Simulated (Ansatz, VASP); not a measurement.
**Two plane-wave programs on BN**

```
CELL_PARAMETERS angstrom
-2.55394 0.00000 0.00000
-1.27697 -2.21178 0.00000
0.00000 0.00000 18.68057
ATOMIC_POSITIONS crystal
B 0.66667 0.66667 0.15548
B 0.66667 0.66667 0.38175
B 0.66667 0.66667 0.60802
B 0.33333 0.33333 0.04234
B 0.33333 0.33333 0.26861
B 0.33333 0.33333 0.49488
N 0.66667 0.66667 0.07075
N 0.66667 0.66667 0.29702
N 0.66667 0.66667 0.52329
N 0.33333 0.33333 0.63642
N 0.33333 0.33333 0.18388
N 0.33333 0.33333 0.41015
```

Alike in both runs: task single point; functional PBE; k mesh 10 × 10 × 2; occupations gaussian, width 0.05 eV; no spin polarisation.

|  | VASP | Ansatz |
| --- | --- | --- |
| version | VASP 6.6.1 | Ansatz 0.2.0 |
| potentials or method | VASP PAW PBE potentials, release 64 (B, N), cutoff 520 eV | scalar-relativistic, plane waves, PAW |
| valence electrons in the cell | 48 | 48 |

|  | VASP | Ansatz | Ansatz less VASP |
| --- | --- | --- | --- |
| gap on the k mesh at the Fermi level (eV) | none | none | - |
| rms of the force components (eV/Å) | 0.742 | 0.743 | +0.0015 |

Atom by atom the forces differ by 0.005 eV/Å (rms over components). A gap of «none» marks a metal or a gap that the smearing closes. The functional is the same, so the differences come from potentials, cutoffs and numerics.
